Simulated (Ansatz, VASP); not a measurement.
## TiAl7O12: VASP beside Ansatz

The input INCAR:

```
SYSTEM = TiAl7O12
PREC     = Accurate       ! precision mode
ENCUT    = 520            ! plane-wave cutoff, eV
EDIFF    = 1E-6           ! SCF threshold, eV
ISMEAR   = 0              ! smearing method
SIGMA    = 0.05           ! smearing width, eV
LREAL    = Auto         
LASPH    = .True.         ! aspherical terms in the spheres
NELM     = 150            ! most SCF steps
ALGO     = Normal         ! electronic algorithm
ISIF     = 2              ! what is computed and relaxed
LWAVE    = .False.        ! write WAVECAR
LCHARG   = .False.        ! write CHGCAR
LMAXMIX  = 4              ! l up to which the mixer works
LDAU     = .True.         ! DFT+U
LDAUTYPE = 2            
LDAUL    = 2 -1 -1        ! shell
LDAUU    = 3 0 0          ! U, eV
LDAUJ    = 0 0 0        
LDAUPRINT= 1            
GGA      = PS             ! functional
NBANDS   = 68             ! bands
```

KPOINTS

```
regular mesh
0
Gamma
  2 4 4
  0 0 0
```

File POSCAR:

```
TiAl7O12
1.0
    4.7540000000      2.7447232000      8.6600000000
   -2.3770000000      1.3723616000      4.3300000000
    0.0000000000     -2.7447232000      4.3300000000
Ti Al O
1 7 12
Direct
    0.4310895439      0.8537105160      0.8527636424
    0.9264267930      0.8547627793      0.8512993686
    0.3208735526      0.6555021356      0.6482231232
    0.8293177831      0.6421025599      0.6492226273
    0.0708654802      0.1564182977      0.1497272491
    0.5763110345      0.1423139014      0.1448565183
    0.1736654302      0.3590265429      0.3483682482
    0.6782918938      0.3456613498      0.3530068092
    0.0281296827      0.4463916841      0.7484442691
    0.5293032891      0.4241272260      0.7551563771
    0.3747895709      0.0580149191      0.4256730192
    0.8757292654      0.0569838979      0.4456010680
    0.2159051404      0.7598022220      0.0563120279
    0.7223536465      0.7453619700      0.0561197857
    0.4737019287      0.5239427442      0.2809350925
    0.9681514637      0.5614371604      0.2513750974
    0.1232471915      0.9502754149      0.5541532602
    0.6395362994      0.9334958924      0.5396027612
    0.2637401651      0.2792296520      0.9485231222
    0.7785708453      0.2514391343      0.9406365331
```

Input for Ansatz:

```yaml
crystal:
  lattice:
    - [4.754, 2.7447232, 8.66]
    - [-2.377, 1.3723616, 4.33]
    - [0.0, -2.7447232, 4.33]
  atoms:
    - { symbol: Ti, position: [0.4310895439, 0.853710516, 0.8527636424] }
    - { symbol: Al, position: [0.926426793, 0.8547627793, 0.8512993686] }
    - { symbol: Al, position: [0.3208735526, 0.6555021356, 0.6482231232] }
    - { symbol: Al, position: [0.8293177831, 0.6421025599, 0.6492226273] }
    - { symbol: Al, position: [0.0708654802, 0.1564182977, 0.1497272491] }
    - { symbol: Al, position: [0.5763110345, 0.1423139014, 0.1448565183] }
    - { symbol: Al, position: [0.1736654302, 0.3590265429, 0.3483682482] }
    - { symbol: Al, position: [0.6782918938, 0.3456613498, 0.3530068092] }
    - { symbol: O, position: [0.0281296827, 0.4463916841, 0.7484442691] }
    - { symbol: O, position: [0.5293032891, 0.424127226, 0.7551563771] }
    - { symbol: O, position: [0.3747895709, 0.0580149191, 0.4256730192] }
    - { symbol: O, position: [0.8757292654, 0.0569838979, 0.445601068] }
    - { symbol: O, position: [0.2159051404, 0.759802222, 0.0563120279] }
    - { symbol: O, position: [0.7223536465, 0.74536197, 0.0561197857] }
    - { symbol: O, position: [0.4737019287, 0.5239427442, 0.2809350925] }
    - { symbol: O, position: [0.9681514637, 0.5614371604, 0.2513750974] }
    - { symbol: O, position: [0.1232471915, 0.9502754149, 0.5541532602] }
    - { symbol: O, position: [0.6395362994, 0.9334958924, 0.5396027612] }
    - { symbol: O, position: [0.2637401651, 0.279229652, 0.9485231222] }
    - { symbol: O, position: [0.7785708453, 0.2514391343, 0.9406365331] }
basis:
  ecutwfc: 420
  ecutrho_ratio: 4
kpoints:
  mp_grid: { grid: [2, 4, 4] }
hamiltonian:
  xc: pbesol
  hubbard: { sites: [{ site: 0, l: d, u_eff: 3.0 }] }
scf:
  occupations: { method: gaussian, width: 0.05 }
  lower_state_search: "off"
  max_iter: 150
output:
  forces: true
  stress: true
  eigenvalues: true
  populations: true
  hubbard: { sites: [{ site: 0, l: d }] }
```

Alike in both runs: task single point; functional PBEsol; k mesh 2 × 4 × 4; occupations gaussian, width 0.05 eV; no spin polarisation; Hubbard terms Ti d U = 3.0 eV.

```csv
,VASP,Ansatz
version,VASP 6.6.1,Ansatz 0.2.0
potentials or method,"VASP PAW PBE potentials, release 64 (Ti_sv, Al, O), cutoff 520 eV","scalar-relativistic, plane waves, PAW"
valence electrons in the cell,105,105
```

```csv
,VASP,Ansatz,Ansatz less VASP
gap on the k mesh at the Fermi level (eV),none,none,-
pressure (GPa),11.6,10.8,-0.74
"traceless stress, the component that is largest in VASP (GPa)",-2.04,-1.85,+0.189
rms of the force components (eV/Å),0.039,0.051,+0.0117
```

VASP's potentials were made for PBE, not for PBEsol. The programs project onto different local orbitals, so the same U acts differently, and such runs can settle in different states. Atom by atom the forces differ by 0.050 eV/Å (rms over components). A gap of «none» marks a metal or a gap that the smearing closes. Ansatz's warnings: filled band counts differ across k points.

The k mesh is coarse, so the values compare programs but aren't converged.
